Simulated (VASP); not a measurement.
# VN2 (I4/mcm) in VASP: a series of runs

Runs on VN2. Level: PBE. Tasks: single point.

Everything below comes from runs of VASP 6.6.1. Logs are shortened: lines on timing, memory, paths and dates and some standing lists are left out, and cuts for length are marked.

## 1. The cell of the first run

Symmetry: I4/mcm, No. 140, tetragonal system. Conventional cell: a = 4.301 Å, b = 4.301 Å, c = 4.983 Å, α = 90.00°, β = 90.00°, γ = 90.00°. Within 2.8 Å of V (site symmetry 422) lie 8 N at 2.13 Å and 2 V at 2.49 Å. Within 1.9 Å of N (site symmetry m2m) lie 1 N at 1.40 Å.

## 2. Single point, PBE, collinear spin, ferromagnetic start

Contents of INCAR:

```
PREC = Accurate
ENCUT = 520
EDIFF = 1E-7
ISMEAR = -1
SIGMA = 0.05
LREAL = F
LASPH = T
NELM = 150
ALGO = Normal
ISIF = 2
LWAVE = F
LCHARG = F
ISPIN = 2
MAGMOM = 1 1 0 0 0 0
LORBIT = 11
LMAXMIX = 4
GGA = PE
NBANDS = 36
```

Contents of KPOINTS:

```
regular mesh
0
Gamma
  5 5 5
```

Contents of POSCAR:

```
VN2
1.0
   -2.1507500000      2.1507500000      2.4913500000
    2.1507500000     -2.1507500000      2.4913500000
    2.1507500000      2.1507500000     -2.4913500000
V N
2 4
Direct
    0.2500000000      0.2500000000      0.0000000000
    0.7500000000      0.7500000000      0.0000000000
    0.1151000000      0.6151000000      0.7302000000
    0.6151000000      0.8849000000      0.5000000000
    0.8849000000      0.3849000000      0.2698000000
    0.3849000000      0.1151000000      0.5000000000
```

Potentials or basis: VASP PAW PBE potentials, release 64 (V_sv, N).

The run is started by

```bash
$ cat potpaw_PBE.64/V_sv/POTCAR potpaw_PBE.64/N/POTCAR > POTCAR
$ mpirun -np 1 vasp_std > vasp.out
```

OUTCAR:

```text
PREC = Accurate
   ENCUT = 520
   EDIFF = 1E-7
   ISMEAR = -1
   LREAL = F
   LASPH = T
   NELM = 150
   ISIF = 2
   ISPIN = 2
   LORBIT = 11
   GGA = PE

 ion  position               nearest neighbor table
   1  0.250  0.250  0.000-   5 2.13   3 2.13   4 2.13   6 2.13   6 2.13   3 2.13   4 2.13   5 2.13
                             2 2.49   2 2.49
   2  0.750  0.750  0.000-   5 2.13   3 2.13   4 2.13   6 2.13   4 2.13   6 2.13   3 2.13   5 2.13
                             1 2.49   1 2.49
   3  0.115  0.615  0.730-   5 1.40   1 2.13   1 2.13   2 2.13   2 2.13
   4  0.615  0.885  0.500-   6 1.40   2 2.13   1 2.13   2 2.13   1 2.13
   5  0.885  0.385  0.270-   3 1.40   2 2.13   1 2.13   2 2.13   1 2.13
   6  0.385  0.115  0.500-   4 1.40   1 2.13   2 2.13   1 2.13   2 2.13

  LATTYP: Found a body centered tetragonal cell.
 ALAT       =     4.3015000000
 C/A-ratio  =     1.1583633616

  Lattice vectors:

 A1 = (  -2.1507500000,   2.1507500000,   2.4913500000)
 A2 = (   2.1507500000,  -2.1507500000,   2.4913500000)
 A3 = (   2.1507500000,   2.1507500000,  -2.4913500000)

Analysis of symmetry for initial positions (statically):
=====================================================================
 Subroutine PRICEL returns:
 Original cell was already a primitive cell.

 Routine SETGRP: Setting up the symmetry group for a
 body centered tetragonal supercell.

 Subroutine GETGRP returns: Found 16 space group operations
 (whereof  8 operations were pure point group operations)
 out of a pool of 16 trial point group operations.

The static configuration has the point symmetry C_4h.
 The point group associated with its full space group is D_4h.

Analysis of symmetry for dynamics (positions and initial velocities):
=====================================================================
 Subroutine PRICEL returns:
 Original cell was already a primitive cell.

 Routine SETGRP: Setting up the symmetry group for a
 body centered tetragonal supercell.

 Subroutine GETGRP returns: Found 16 space group operations
 (whereof  8 operations were pure point group operations)
 out of a pool of 16 trial point group operations.

The dynamic configuration has the point symmetry C_4h.
 The point group associated with its full space group is D_4h.

Analysis of structural, dynamic, and magnetic symmetry:
=====================================================================
 Subroutine PRICEL returns:
 Original cell was already a primitive cell.

 Routine SETGRP: Setting up the symmetry group for a
 body centered tetragonal supercell.

 Subroutine GETGRP returns: Found 16 space group operations
 (whereof  8 operations were pure point group operations)
 out of a pool of 16 trial point group operations.

The overall configuration has the point symmetry C_4h.
 The point group associated with its full space group is D_4h.

 Subroutine INISYM returns: Found 16 space group operations
 (whereof  8 operations are pure point group operations),
 and found     1 'primitive' translations

----------------------------------------------------------------------------------------

                                     Primitive cell

  volume of cell :      46.0972

  direct lattice vectors                    reciprocal lattice vectors
    -2.150750000  2.150750000  2.491350000     0.000000000  0.232477043  0.200694403
     2.150750000 -2.150750000  2.491350000     0.232477043  0.000000000  0.200694403
     2.150750000  2.150750000 -2.491350000     0.232477043  0.232477043  0.000000000

  length of vectors
     3.931701406  3.931701406  3.931701406     0.307121830  0.307121830  0.328772187

  position of ions in fractional coordinates (direct lattice)
     0.250000000  0.250000000  0.000000000
     0.750000000  0.750000000  0.000000000
     0.115100000  0.615100000  0.730200000
     0.615100000  0.884900000  0.500000000
     0.884900000  0.384900000  0.269800000
     0.384900000  0.115100000  0.500000000

  ion indices of the primitive-cell ions
   primitive index   ion index
[... 37 lines left out ...]
  0.400000 -0.000000  0.000000      8.000000
  0.200000  0.200000  0.000000      8.000000
  0.400000  0.200000  0.000000     16.000000
 -0.400000  0.200000 -0.000000     16.000000
[... 10 lines left out ...]
 -0.400000  0.400000  0.400000      4.000000
 -0.400000 -0.400000  0.400000      2.000000
   k-points           NKPTS =     18   k-points in BZ     NKDIM =     18   number of bands    NBANDS=     36
   number of dos      NEDOS =    301   number of ions     NIONS =      6
   total plane-waves  NPLWV =  27000
   dimension x,y,z NGX =    30 NGY =   30 NGZ =   30
   dimension x,y,z NGXF=    60 NGYF=   60 NGZF=   60
   ions per type =               2   4
   NGX,Y,Z   is equivalent  to a cutoff of  12.69, 12.69, 12.69 a.u.
   NGXF,Y,Z  is equivalent  to a cutoff of  25.37, 25.37, 25.37 a.u.
 SYSTEM =  unknown system
   PREC   = accura    normal or accurate (medium, high low for compatibility)
   ISTART =      0    job   : 0-new  1-cont  2-samecut
   ICHARG =      2    charge: 1-file 2-atom 10-const
   ISPIN  =      2    spin polarized calculation?
   LNONCOLLINEAR =      F non collinear calculations
   LSORBIT =      F    spin-orbit coupling
   LASPH  =      T    aspherical Exc in radial PAW
   ENCUT  =  520.0 eV  38.22 Ry    6.18 a.u.   7.31  7.31  7.31*2*pi/ulx,y,z
   NELM   =    150;   NELMIN=  2; NELMDL= -5     # of ELM steps
   EDIFF  = 0.1E-06   stopping-criterion for ELM
   LREAL  =      F    real-space projection
   EDIFFG = 0.1E-05   stopping-criterion for IOM
   NSW    =      0    number of steps for IOM
   IBRION =     -1    ionic relax: 0-MD 1-quasi-New 2-CG
   NFREE  =      0    steps in history (QN), initial steepest desc. (CG)
   ISIF   =      2    stress and relaxation
   ISYM   =      2    0-nonsym 1-usesym 2-fastsym
   POTIM  = 0.5000    time-step for ionic-motion
   TEBEG  =    0.0;   TEEND  =   0.0 temperature during run
   PSTRESS=    0.0 pullay stress
   NELECT =      46.0000    total number of electrons
   NUPDOWN=      -1.0000    fix difference up-down
   EMIN   =  10.00;   EMAX   =-10.00  energy-range for DOS
   EFERMI =   0.00;   METHOD = LEGACY
   ISMEAR =    -1;   SIGMA  =   0.05  broadening in eV -4-tet -1-fermi 0-gaus
   EFERMI_NEDOS =   21; number of points for ismear=-14 and -15
   IALGO  =     38    algorithm
   IMIX   =      4    mixing-type and parameters
     AMIX     =   0.40;   BMIX     =  1.00
     AMIX_MAG =   1.60;   BMIX_MAG =  1.00
  volume/ion in A,a.u.               =       7.68        51.85
  Fermi-wavevector in a.u.,A,eV,Ry     =   1.635947  3.091492 36.413581  2.676323
  Thomas-Fermi vector in A             =   2.727335
   LORBIT       =     11    0 simple, 1 ext, 2 COOP (PROOUT), +10 PAW based schemes
   GGA     = PE    functional components
   LHFCALC =     F    Hartree Fock is set to
   AEXX    =    0.0000 exact exchange contribution
   IVDW    =     0    specifies the selected vdW correction
   LEPSILON=     F    determine dielectric tensor
   LRPA    =     F    only Hartree local field effects (RPA)
 spin polarized calculation
  energy-cutoff  :      520.00
  volume of cell :       46.10
 maximum number of plane-waves:      1257
 NGX is ok and might be reduce to    30
   NGX = 15   NGY = 15   NGZ = 15

 number of electron      46.0000009 magnetization      -0.0000329

 number of electron      46.0000009 magnetization       0.0000174

 Free energy of the ion-electron system (eV)
  ---------------------------------------------------
  ext. energy  EPLUGINS =         0.00000000
  ---------------------------------------------------
  free energy    TOTEN  =       -53.36018138 eV

  energy without entropy =      -53.34830750  energy(sigma->0) =      -53.35424444

 E-fermi :  11.4559     XC(G=0): -13.6646

 val. band max:       11.4380387402   @ k =  -0.4000  -0.4000   0.4000
 cond. band min:      11.6136411046   @ k =  -0.2000  -0.4000   0.2000
 fundamental gap:      0.1756023644
 Fermi energy:        11.4558604168

 spin component 1

 k-point     1 :       0.0000    0.0000    0.0000
  band No.  band energies     occupation
      1     -54.1678      1.00000
      2     -54.0065      1.00000
      3     -28.2524      1.00000
      4     -28.0201      1.00000
      5     -28.0201      1.00000
      6     -28.0101      1.00000
[... 673 lines left out ...]
     34      19.9468      0.00000
     35      23.4809      0.00000
 Fermi energy:        11.4558604168

 spin component 2

 k-point     1 :       0.0000    0.0000    0.0000
  band No.  band energies     occupation
      1     -54.1678      1.00000
      2     -54.0065      1.00000
      3     -28.2524      1.00000
      4     -28.0201      1.00000
      5     -28.0201      1.00000
      6     -28.0101      1.00000
[... 673 lines left out ...]
     34      19.9468      0.00000
     35      23.4809      0.00000
 [bands above 35 left out]

------------------------ aborting loop because EDIFF is reached ----------------------------------------

  FORCE on cell =-STRESS in cart. coord.  units (eV):
  Direction    XX          YY          ZZ          XY          YZ          ZX
  --------------------------------------------------------------------------------------
  -------------------------------------------------------------------------------------
  Total        0.3607753      0.3607753     -0.9965939      0.0000000      0.0000000      0.0000000
  in kB       12.5392845     12.5392845    -34.6381115      0.0000000      0.0000000      0.0000000
  external PRESSURE =      -3.1865141 kB  Pullay stress =       0.0000000 kB

 VOLUME and BASIS-vectors are now :
 -----------------------------------------------------------------------------
  energy-cutoff  :      520.00
  volume of cell :       46.10
      direct lattice vectors                 reciprocal lattice vectors
    -2.150750000  2.150750000  2.491350000     0.000000000  0.232477043  0.200694403
     2.150750000 -2.150750000  2.491350000     0.232477043  0.000000000  0.200694403
     2.150750000  2.150750000 -2.491350000     0.232477043  0.232477043  0.000000000

 POSITION                                       TOTAL-FORCE (eV/Angst)
 -----------------------------------------------------------------------------------
      0.00000      0.00000      1.24568         0.000000      0.000000     -0.000000
      0.00000      0.00000      3.73703         0.000000     -0.000000     -0.000000
      2.64585      0.49510      0.00000        -0.233286     -0.233286     -0.000000
      1.65565      0.49510      2.49135         0.233286     -0.233286     -0.000000
     -0.49510      1.65565      2.49135         0.233286      0.233286      0.000000
      0.49510      1.65565      0.00000        -0.233286      0.233286     -0.000000
 -----------------------------------------------------------------------------------
    total drift:                                0.000000      0.000000     -0.000000

  FREE ENERGIE OF THE ION-ELECTRON SYSTEM (eV)
  ---------------------------------------------------
  free  energy   TOTEN  =       -53.3601813825 eV

  energy  without entropy=      -53.3483075030  energy(sigma->0) =      -53.35424444

 total charge

# of ion       s       p       d       tot
------------------------------------------
    1        2.249   6.285   3.116  11.649
    2        2.249   6.285   3.116  11.649
    3        1.252   2.497   0.000   3.749
    4        1.252   2.497   0.000   3.749
    5        1.252   2.497   0.000   3.749
    6        1.252   2.497   0.000   3.749
--------------------------------------------------
tot          9.505  22.556   6.231  38.293

 magnetization (x)

# of ion       s       p       d       tot
------------------------------------------
    1       -0.000  -0.000  -0.000  -0.000
    2       -0.000  -0.000  -0.000  -0.000
    3        0.000   0.000   0.000   0.000
    4        0.000   0.000   0.000   0.000
    5        0.000   0.000   0.000   0.000
    6        0.000   0.000   0.000   0.000
--------------------------------------------------
tot         -0.000   0.000  -0.000  -0.000
```

Wall time 83 s (1 thread of Intel Xeon Platinum 8259CL at 2.50GHz (Skylake/Cascade Lake), shared host); peak memory 0.2 GiB.

Results:

```
Free energy                                           : -53.3602 eV
Pressure                                              : -0.3 GPa
Largest force                                         : 0.330 eV/Å
Band gap on the k mesh                                : zero (filled and empty bands overlap)
Net moment                                            : 0.00 μB per cell
Valence electrons inside the program's atomic spheres : V 11.65; N 3.75
```

Forces on the atoms (eV/Å):
```
V    0.000  0.000  0.000
V    0.000  0.000  0.000
N   -0.233 -0.233  0.000
N    0.233 -0.233  0.000
N    0.233  0.233  0.000
N   -0.233  0.233  0.000
```

Levels at points of the mesh, in eV from the Fermi level:
Spin up:
| k point | band 19 | band 20 | band 21 | band 22 | band 23 | band 24 | band 25 | band 26 | band 27 | band 28 |
| --- | --- | --- | --- | --- | --- | --- | --- | --- | --- | --- |
| (0.00, 0.00, 0.00) | -3.34 | -2.91 | -2.65 | -2.62 | -2.62 | 0.75 | 0.92 | 0.92 | 1.33 | 1.91 |
Spin down:
```
           k point  band 19  band 20  band 21  band 22  band 23  band 24  band 25  band 26  band 27  band 28
(0.00, 0.00, 0.00)    -3.34    -2.91    -2.65    -2.62    -2.62     0.75     0.92     0.92     1.33     1.91
```

Caveat: the k points lie up to 0.41 Å⁻¹ apart. With open d or f shells a metallic result of PBE can be an artefact of self-interaction; +U or a hybrid may open a gap.

## 3. Single point, PBE, collinear spin, ferromagnetic start

Contents of INCAR:

```
SYSTEM = VN2
ALGO     = Normal         ! electronic algorithm
EDIFF    = 1E-6           ! SCF threshold, eV
ENCUT    = 520            ! plane-wave cutoff, eV
GGA      = PE             ! functional
ISIF     = 2              ! what is computed and relaxed
ISMEAR   = -1             ! smearing method
ISPIN    = 2              ! spin polarisation
LASPH    = .TRUE.         ! aspherical terms in the spheres
LCHARG   = .TRUE.         ! write CHGCAR
LELF     = .TRUE.         ! ELF
LMAXMIX  = 4              ! l up to which the mixer works
LORBIT   = 11             ! projections on sites
LREAL    = .FALSE.        ! projectors in reciprocal space
LVHAR    = .TRUE.       
LWAVE    = .FALSE.        ! write WAVECAR
MAGMOM   = 1 1 0 0 0 0    ! initial moments
NBANDS   = 36             ! bands
NELM     = 150            ! most SCF steps
PREC     = Accurate       ! precision mode
SIGMA    = 0.05           ! smearing width, eV
```

Contents of KPOINTS:

```
k-points
0
G
  6 6 6
  0 0 0
```

POSCAR is that of step 2.

Potentials or basis: VASP PAW PBE potentials, release 64 (V_sv, N).

The run is started by

```bash
$ cat potpaw_PBE.64/V_sv/POTCAR potpaw_PBE.64/N/POTCAR > POTCAR
$ mpirun -np 1 vasp_std > vasp.out
```

Wall time 2 min (1 thread of Intel Xeon Platinum 8259CL at 2.50GHz (Skylake/Cascade Lake), shared host); peak memory 0.22 GiB.

The run converged. Its results:

```
Free energy                                           : -53.3509 eV
Pressure                                              : -0.2 GPa
Largest force                                         : 0.398 eV/Å
Band gap on the k mesh                                : zero (filled and empty bands overlap)
Net moment                                            : 0.00 μB per cell
Valence electrons inside the program's atomic spheres : V 11.65; N 3.75
```

Forces in eV/Å, atoms in the order of the input:
```
V    0.000  0.000  0.000
V    0.000  0.000  0.000
N   -0.281 -0.281  0.000
N    0.281 -0.281  0.000
N    0.281  0.281  0.000
N   -0.281  0.281  0.000
```

Stress tensor (GPa, compression positive):
```
-0.41  0.00  0.00
 0.00 -0.41  0.00
 0.00  0.00  0.20
```

Levels at points of the mesh, in eV from the Fermi level:
Spin up:
| k point | band 21 | band 22 | band 23 | band 24 | band 25 | band 26 |
| --- | --- | --- | --- | --- | --- | --- |
| (0.00, 0.00, 0.00) | -2.63 | -2.60 | -2.60 | 0.77 | 0.94 | 0.94 |
| (0.50, 0.00, 0.00) | -3.16 | -3.16 | 0.18 | 0.18 | 0.75 | 0.75 |
| (0.50, 0.50, 0.00) | -2.77 | -2.55 | -1.37 | 0.02 | 0.82 | 1.12 |
| (0.50, 0.50, 0.50) | -2.13 | -0.26 | -0.15 | -0.07 | -0.06 | 0.03 |
Spin down:
| k point | band 21 | band 22 | band 23 | band 24 | band 25 | band 26 |
| --- | --- | --- | --- | --- | --- | --- |
| (0.00, 0.00, 0.00) | -2.63 | -2.60 | -2.60 | 0.77 | 0.94 | 0.94 |
| (0.50, 0.00, 0.00) | -3.16 | -3.16 | 0.18 | 0.18 | 0.75 | 0.75 |
| (0.50, 0.50, 0.00) | -2.77 | -2.55 | -1.37 | 0.02 | 0.82 | 1.12 |
| (0.50, 0.50, 0.50) | -2.13 | -0.26 | -0.15 | -0.07 | -0.06 | 0.03 |

With open d or f shells a metallic result of PBE can be an artefact of self-interaction; +U or a hybrid may open a gap.

## 4. Single point, PBE, collinear spin, ferromagnetic start

Contents of INCAR:

```
PREC = Accurate ; ENCUT = 520
EDIFF = 1E-7 ; ISMEAR = -1
SIGMA = 0.05 ; LREAL = False
LASPH = True ; NELM = 150
ALGO = Normal ; ISIF = 2
LWAVE = False ; LCHARG = False
ISPIN = 2 ; MAGMOM = 1 1 0 0 0 0
LORBIT = 11 ; LMAXMIX = 4
GGA = PE ; NBANDS = 36
```

Contents of KPOINTS:

```
Automatic mesh
0
Gamma
  7 7 7
```

POSCAR is that of step 3.

The run is started by

```bash
$ cat potpaw_PBE.64/V_sv/POTCAR potpaw_PBE.64/N/POTCAR > POTCAR
$ mpirun -np 1 vasp_std > vasp.out
```

Run time: 2.7 min. Hardware: 1 thread of Intel Xeon Platinum 8259CL at 2.50GHz (Skylake/Cascade Lake), shared host; peak memory 0.24 GiB.

Results (log left out):

- Free energy: -53.3500 eV
- Pressure: -0.2 GPa
- Largest force: 0.352 eV/Å
- Band gap on the k mesh: zero (filled and empty bands overlap)
- Net moment: 0.00 μB per cell
- Valence electrons inside the program's atomic spheres: V 11.65; N 3.75

Forces on the atoms (eV/Å):
```
V    0.000  0.000  0.000
V    0.000  0.000  0.000
N   -0.249 -0.249  0.000
N    0.249 -0.249  0.000
N    0.249  0.249  0.000
N   -0.249  0.249  0.000
```

Stress tensor (GPa, compression positive):
```
 0.47  0.00  0.00
 0.00  0.47  0.00
 0.00  0.00 -1.47
```

Levels at points of the mesh, in eV from the Fermi level:
Spin up:
```csv
k point,band 19,band 20,band 21,band 22,band 23,band 24,band 25,band 26,band 27,band 28
"(0.00, 0.00, 0.00)",-3.34,-2.91,-2.65,-2.62,-2.62,0.75,0.92,0.92,1.33,1.91
```
Spin down:
```
           k point  band 21  band 22  band 23  band 24  band 25  band 26
(0.00, 0.00, 0.00)    -2.65    -2.62    -2.62     0.75     0.92     0.92
```

With open d or f shells a metallic result of PBE can be an artefact of self-interaction; +U or a hybrid may open a gap.

## 5. Summary

```tsv
k mesh	gap on the mesh (eV)	pressure (GPa)	moment (μB)	largest force (eV/Å)
5 × 5 × 5	none	-0.3	0.00	0.33
6 × 6 × 6	none	-0.2	0.00	0.40
7 × 7 × 7	none	-0.2	0.00	0.35
```

Alike in all rows: task single point; level PBE; potentials or basis VASP PAW PBE potentials, release 64 (V_sv, N); spin collinear, ferromagnetic start; cell as given; cutoff (eV) 520; smearing fermi-dirac 0.05 eV.

Caveats: some runs use coarse meshes.

Absolute energies hang on the potentials; compare differences alone.
